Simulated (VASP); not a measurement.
# MgS in VASP: notebook, part 2 of 2

VASP 6.6.1. The steps go on from the part before.

## 4. Single point, PBEsol (equal xy, yz and zx shear strains of +1 %)

Contents of INCAR:

```
  PREC = Accurate
  ENCUT = 520
  EDIFF = 1E-6
  ISMEAR = -1
  SIGMA = 0.03
  LREAL = F
  LASPH = T
  NELM = 60
  ALGO = Normal
  ISIF = 2
  LWAVE = F
  LCHARG = T
  GGA = PS
  LELF = T
  LVHAR = T
  NBANDS = 11
```

Contents of KPOINTS:

```
Automatic mesh
0
Gamma
  10 10 10
```

Contents of POSCAR:

```
MgS
1.0
    0.0260165000      2.6146582500      2.6146582500
    2.6146582500      0.0260165000      2.6146582500
    2.6146582500      2.6146582500      0.0260165000
Mg S
1 1
Direct
    0.0000000000      0.0000000000      0.0000000000
    0.5000000000      0.5000000000      0.5000000000
```

Started as:

```bash
$ cat potpaw_PBE.64/Mg/POTCAR potpaw_PBE.64/S/POTCAR > POTCAR
$ mpirun -np 1 vasp_std > vasp.out
```

Run time: 29 s. Hardware: 1 thread of Intel Xeon Platinum 8259CL at 2.50GHz (Skylake/Cascade Lake), shared host; peak memory 0.19 GiB.

It converged, with:

| Quantity | Value |
| --- | --- |
| Free energy | -9.0718 eV |
| Pressure | -1.1 GPa |
| Band gap on the k mesh | 2.65 eV, indirect (least direct gap 3.54 eV) |

Stress tensor (GPa, compression positive):
```
-1.15 -0.54 -0.54
-0.54 -1.15 -0.54
-0.54 -0.54 -1.15
```

Levels at points of the mesh, in eV from the valence-band top:
```
           k point  band 1  band 2  band 3  band 4  band 5  band 6  band 7  band 8  band 9
(0.00, 0.00, 0.00)  -12.73   -0.14    0.00    0.00    3.54    7.65    7.89    7.89   10.27
(0.50, 0.00, 0.00)  -11.39   -4.93   -0.71   -0.63    4.32    6.68    6.81   10.01   11.93
(0.50, 0.50, 0.00)  -11.03   -4.31   -1.82   -1.69    2.65    4.20   11.81   12.77   13.21
(0.50, 0.50, 0.50)  -11.44   -4.99   -0.58   -0.58    4.46    6.90    6.90   10.04   11.90
```

Caveat: the cell differs from its parent crystal (equal xy, yz and zx shear strains of +1 %); the PAW data sets were made with another functional, which shifts forces and pressure a little. A k mesh can miss the band edges.

## 5. Single point, PBEsol (equal xy, yz and zx shear strains of +2 %)

Contents of INCAR:

```
SYSTEM = MgS
ALGO     = Normal         ! electronic algorithm
EDIFF    = 1E-6           ! SCF threshold, eV
ENCUT    = 520            ! plane-wave cutoff, eV
GGA      = PS             ! functional
ISIF     = 2              ! what is computed and relaxed
ISMEAR   = -1             ! smearing method
LASPH    = .TRUE.         ! aspherical terms in the spheres
LCHARG   = .FALSE.        ! write CHGCAR
LREAL    = .FALSE.        ! projectors in reciprocal space
LWAVE    = .FALSE.        ! write WAVECAR
NBANDS   = 11             ! bands
NELM     = 80             ! most SCF steps
PREC     = Accurate       ! precision mode
SIGMA    = 0.03           ! smearing width, eV
```

Contents of KPOINTS:

```
k-points
0
G
  10 10 10
  0 0 0
```

Contents of POSCAR:

```
MgS
1.0
    0.0520330000      2.6276665000      2.6276665000
    2.6276665000      0.0520330000      2.6276665000
    2.6276665000      2.6276665000      0.0520330000
Mg S
1 1
Direct
    0.0000000000      0.0000000000      0.0000000000
    0.5000000000      0.5000000000      0.5000000000
```

Potentials or basis: VASP PAW PBE potentials, release 64 (Mg, S).

Started as:

```bash
$ cat potpaw_PBE.64/Mg/POTCAR potpaw_PBE.64/S/POTCAR > POTCAR
$ mpirun -np 1 vasp_std > vasp.out
```

OUTCAR:

```text
SYSTEM = MgS
   EDIFF = 1E-6
   ENCUT = 520
   GGA = PS
   ISIF = 2
   ISMEAR = -1
   LASPH = .TRUE.
   LREAL = .FALSE.
   NELM = 80
   PREC = Accurate

 ion  position               nearest neighbor table
   1  0.000  0.000  0.000-   2 2.60   2 2.60   2 2.60   2 2.60   2 2.60   2 2.60
   2  0.500  0.500  0.500-   1 2.60   1 2.60   1 2.60   1 2.60   1 2.60   1 2.60

  LATTYP: Found a trigonal (rhomboedric) cell.
 ALAT       =     3.7164458699
 COS(alpha) =     0.5197000882

  Lattice vectors:

[... 513 lines left out ...]
      6       8.8608      0.00000
      7      13.0301      0.00000
      8      14.1224      0.00000
      9      15.6775      0.00000
     10      16.9220      0.00000
     11      20.3069      0.00000

 [... further k-points ...]
[... 5 lines left out ...]
  --------------------------------------------------------------------------------------
  -------------------------------------------------------------------------------------
  Total       -0.2487050     -0.2487050     -0.2487050     -0.2422671     -0.2422671     -0.2422671
  in kB      -11.3174322    -11.3174322    -11.3174322    -11.0244723    -11.0244723    -11.0244723
  external PRESSURE =     -11.3174322 kB  Pullay stress =       0.0000000 kB

 VOLUME and BASIS-vectors are now :
 -----------------------------------------------------------------------------
  energy-cutoff  :      520.00
  volume of cell :       35.21
      direct lattice vectors                 reciprocal lattice vectors
     0.052033000  2.627666500  2.627666500    -0.196030204  0.192223792  0.192223792
     2.627666500  0.052033000  2.627666500     0.192223792 -0.196030204  0.192223792
     2.627666500  2.627666500  0.052033000     0.192223792  0.192223792 -0.196030204

 POSITION                                       TOTAL-FORCE (eV/Angst)
 -----------------------------------------------------------------------------------
      0.00000      0.00000      0.00000        -0.000000     -0.000000      0.000000
      2.65368      2.65368      2.65368         0.000000      0.000000     -0.000000
 -----------------------------------------------------------------------------------
    total drift:                                0.000000      0.000000      0.000000

  FREE ENERGIE OF THE ION-ELECTRON SYSTEM (eV)
  ---------------------------------------------------
  free  energy   TOTEN  =        -9.0664968191 eV

  energy  without entropy=       -9.0664968190  energy(sigma->0) =       -9.06649682
```

Wall time 36 s (1 thread of Intel Xeon Platinum 8259CL at 2.50GHz (Skylake/Cascade Lake), shared host); peak memory 0.18 GiB.

What came out:

```
Free energy            : -9.0665 eV
Pressure               : -1.1 GPa
Band gap on the k mesh : 2.59 eV, indirect (least direct gap 3.48 eV)
```

Caveat: the cell differs from its parent crystal (equal xy, yz and zx shear strains of +2 %); the PAW data sets were made with another functional, which shifts forces and pressure a little.

## 6. Single point, PBEsol (equal xx and yy strain of -2 %)

Contents of INCAR:

```
PREC = Accurate
ENCUT = 520
EDIFF = 1E-7
ISMEAR = -1
SIGMA = 0.03
LREAL = F
LASPH = T
NELM = 100
ALGO = Normal
ISIF = 2
LWAVE = F
LCHARG = F
GGA = PS
NBANDS = 11
```

Contents of KPOINTS:

```
Automatic mesh
0
Gamma
  10 10 10
```

Contents of POSCAR:

```
MgS
1.0
    0.0000000000      2.5496170000      2.6016500000
    2.5496170000      0.0000000000      2.6016500000
    2.5496170000      2.5496170000      0.0000000000
Mg S
1 1
Direct
    0.0000000000      0.0000000000      0.0000000000
    0.5000000000      0.5000000000      0.5000000000
```

Potentials or basis: VASP PAW PBE potentials, release 64 (Mg, S).

Started as:

```bash
$ cat potpaw_PBE.64/Mg/POTCAR potpaw_PBE.64/S/POTCAR > POTCAR
$ mpirun -np 1 vasp_std > vasp.out
```

Run time: 1.8 min. Hardware: 1 thread of AMD EPYC 7R13, shared host; peak memory 0.15 GiB.

It converged, with:

| Property | Result |
| --- | --- |
| Free energy | -9.0657 eV |
| Pressure | 2.2 GPa |
| Band gap on the k mesh | 2.70 eV, indirect (least direct gap 3.86 eV) |

Stress tensor (GPa, compression positive):
```
3.05 0.00 0.00
0.00 3.05 0.00
0.00 0.00 0.51
```

Levels at points of the mesh, in eV from the valence-band top:
```csv
k point,band 1,band 2,band 3,band 4,band 5,band 6,band 7,band 8
"(0.00, 0.00, 0.00)",-12.98,-0.08,-0.08,0.00,3.86,7.63,7.84,7.84
"(0.50, 0.00, 0.00)",-11.54,-5.17,-0.74,-0.67,4.40,6.72,6.93,10.45
"(0.50, 0.50, 0.00)",-11.19,-4.55,-1.79,-1.79,2.81,4.11,12.08,12.85
"(0.50, 0.00, 0.50)",-11.11,-4.52,-1.98,-1.80,2.70,4.04,12.28,12.89
```

Caveat: the cell differs from its parent crystal (equal xx and yy strain of -2 %); the PAW data sets were made with another functional, which shifts forces and pressure a little. A k mesh can miss the band edges.

## 7. Overview

```tsv
cell	gap on the mesh (eV)	pressure (GPa)
a = 3.643 Å, angles 61.3°, 2 atoms	2.51	-1.1
a = 3.661 Å, angles 60.7°, 2 atoms	2.61	-1.1
a = 3.698 Å, angles 59.3°, 2 atoms	2.65	-1.1
a = 3.716 Å, angles 58.7°, 2 atoms	2.59	-1.1
a = 3.643, b = 3.643, c = 3.606 Å, angles 60.3, 60.3, 59.3°, 2 atoms	2.70	2.2
```

Alike in all rows: task single point; level PBEsol; potentials or basis VASP PAW PBE potentials, release 64 (Mg, S); no spin polarisation; k mesh 10 × 10 × 10; cutoff (eV) 520; smearing fermi-dirac 0.03 eV.

Caveats: the PAW data sets were made with another functional, which shifts forces and pressure a little.

Absolute energies hang on the potentials; compare differences alone.
